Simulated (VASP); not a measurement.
Set up this calculation in VASP 6.6.1, as the native input.

* Task: single point
* Functional: PBE
* Potentials or basis: VASP PAW PBE potentials, release 64 (C)
* Cutoff: 520 eV
* k mesh: 10 × 10 × 10
* Occupations: gaussian, width 0.02 eV
* Spin: no spin polarisation
* Dipole correction: no
* Further INCAR settings: ALGO = Normal; EDIFF = 1e-07; NBANDS = 11

The structure of C lies in POSCAR:

```
C
1.0
    0.0000000000      1.7893145667      1.7715400492
    1.7893145667      0.0000000000      1.7715400492
    1.7893145667      1.7893145667      0.0000000000
C
2
Direct
    0.0000000000      0.0000000000      0.0000000000
    0.2500000000      0.2500000000      0.2500000000
```

The input as run:

INCAR

```
PREC = Accurate ; ENCUT = 520
EDIFF = 1E-7 ; ISMEAR = 0
SIGMA = 0.02 ; LREAL = F
LASPH = T ; NELM = 100
ALGO = Normal ; ISIF = 2
LWAVE = F ; LCHARG = F
GGA = PE ; NBANDS = 11
```

KPOINTS

```
Automatic mesh
0
Gamma
  10 10 10
```

Potentials or basis: VASP PAW PBE potentials, release 64 (C).

Command:

```bash
$ cat potpaw_PBE.64/C/POTCAR > POTCAR
$ mpirun -np 1 vasp_std > vasp.out
```

Results of the run:

```yaml
Pressure: 2.5 GPa
Band_gap_on_the_k_mesh: 3.91 eV, indirect (least direct gap 5.41 eV)
```

Run time: 13 s on 1 thread of Intel(R) Xeon(R) Platinum 8488C (Sapphire Rapids), on a shared host, peak memory 0.12 GiB.
